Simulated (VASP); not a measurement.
Input of a VASP 6.6.1 run:

INCAR

```
SYSTEM = TaSi2
ALGO = Fast ; EDIFF = 1E-6
ENCUT = 520 ; GGA = PE
ISIF = 2 ; ISMEAR = 0
LASPH = .TRUE. ; LCHARG = .FALSE.
LREAL = .FALSE. ; LWAVE = .FALSE.
NBANDS = 38 ; NELM = 60
PREC = Accurate ; SIGMA = 0.15
```

Contents of KPOINTS:

```
k-points
0
G
  9 9 6
  0 0 0
```

Contents of POSCAR:

```
TaSi2
1.0
    4.8060235202      0.0000000000      0.0000000000
   -2.4030117601      4.1621384597      0.0000000000
    0.0000000000      0.0000000000      6.5995345254
Ta Si
3 6
Direct
    0.3651691992      0.0000000000     -0.0327295810
    0.5000000000      0.5000000000      0.6666666667
    0.0000000000      0.5000000000      0.3333333333
    0.1589152396      0.3178304793      0.0000000000
    0.8410847604      0.1589152396      0.6666666667
    0.6821695207      0.8410847604      0.3333333333
    0.8410847604      0.6821695207      0.0000000000
    0.1589152396      0.8410847604      0.6666666667
    0.3178304793      0.1589152396      0.3333333333
```

Potentials or basis: VASP PAW PBE potentials, release 64 (Ta_pv, Si).

Run with:

```bash
$ cat potpaw_PBE.64/Ta_pv/POTCAR potpaw_PBE.64/Si/POTCAR > POTCAR
$ mpirun -np 1 vasp_std > vasp.out
```

(1) Estimate the band gap on the k mesh.

(2) What does it give for the largest force?

Answers

(1) zero (an odd number of electrons rules out a gap without spin polarisation).

(2) 15.799 eV/Å.

Caveat: the cell differs from its parent crystal (atom 1 (Ta) moved by -0.648 Å along [1 0 0] and -0.216 Å along [0 0 1]); spin-orbit coupling is left out, which moves the levels of the heavy elements; forces of over 1 eV/Å act on the atoms, so gaps and moduli don't describe the material at rest.
